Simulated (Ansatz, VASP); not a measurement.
TlH4 in VASP and in Ansatz

```
Tl H
1.0
     0.00000    3.84749    3.84749
     3.84749    0.00000    3.84749
     3.84749    3.84749    0.00000
Tl H
2 8
Direct
  0.50000 0.50000 0.50000
  0.75000 0.75000 0.75000
  0.88891 0.88891 0.88891
  0.88891 0.88891 0.33328
  0.88891 0.33328 0.88891
  0.33328 0.88891 0.88891
  0.36109 0.36109 0.91672
  0.36109 0.36109 0.36109
  0.36109 0.91672 0.36109
  0.91672 0.36109 0.36109
```

Alike in both runs: functional PBE; k mesh 4 × 4 × 4; occupations gaussian, width 0.1 eV; no spin polarisation.

Ansatz relaxed the structure, and its values are those at the end. VASP's run is a single point on that final structure, the one shown.

|  | VASP | Ansatz |
| --- | --- | --- |
| version | VASP 6.6.1 | Ansatz 0.2.0 |
| potentials or method | VASP PAW PBE potentials, release 64 (Tl_d, H), cutoff 520 eV | scalar-relativistic, plane waves, PAW |
| valence electrons in the cell | 34 | 34 |

```csv
,VASP,Ansatz,Ansatz less VASP
gap on the k mesh at the Fermi level (eV),none,none,-
pressure (GPa),-0.1,0.1,+0.17
rms of the force components (eV/Å),0.016,0.014,-0.0019
```

A gap of «none» marks a metal or a gap that the smearing closes. The functional is the same, so the differences come from potentials, cutoffs and numerics.

Spin-orbit coupling is off throughout.
